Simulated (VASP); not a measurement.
Here is a VASP 6.6.1 calculation.

INCAR

```
ALGO = Normal
EDIFF = 1E-7
EDIFFG = -0.002
ENCUT = 520
GGA = CA
GGA_COMPAT = F
IBRION = 2
ISIF = 2
ISMEAR = 0
LASPH = T
LCHARG = F
LREAL = F
LWAVE = F
NELM = 120
NELMIN = 4
NSW = 60
PREC = Accurate
SIGMA = 0.02
```

The input KPOINTS:

```
k-points
0
Gamma
  6 6 6
```

Contents of POSCAR:

```
MgS
1.0
    0.0000000000      2.5908405861      2.5520588104
    2.5908405861      0.0000000000      2.5520588104
    2.5908405861      2.5908405861      0.0000000000
Mg S
1 1
Direct
    0.0000000000      0.0000000000      0.0000000000
    0.5000000000      0.5000000000      0.5000000000
```

Potentials or basis: VASP PAW LDA potentials, release 64 (Mg, S).

The run is started by

```console
$ cat potpaw_LDA.64/Mg/POTCAR potpaw_LDA.64/S/POTCAR > POTCAR
$ mpirun -np 1 vasp_std > vasp.out
```

Task: What does it give for the band gap on the k mesh?

Result: 2.54 eV, indirect (least direct gap 3.69 eV).

Final structure:
```cif
data_structure
_symmetry_space_group_name_H-M 'P 1'
_symmetry_Int_Tables_number 1
_cell_length_a 3.6367
_cell_length_b 3.6367
_cell_length_c 3.6640
_cell_angle_alpha 59.751
_cell_angle_beta 59.751
_cell_angle_gamma 60.498
_cell_volume 34.26
loop_
_atom_site_label
_atom_site_type_symbol
_atom_site_fract_x
_atom_site_fract_y
_atom_site_fract_z
_atom_site_occupancy
Mg1 Mg 0.00000 0.00000 0.00000 1
S1 S 0.50000 0.50000 0.50000 1
```

Caveat: the cell differs from its parent crystal (strained cell); the relaxation stopped at its first step, so nothing moved. A k mesh can miss the band edges.
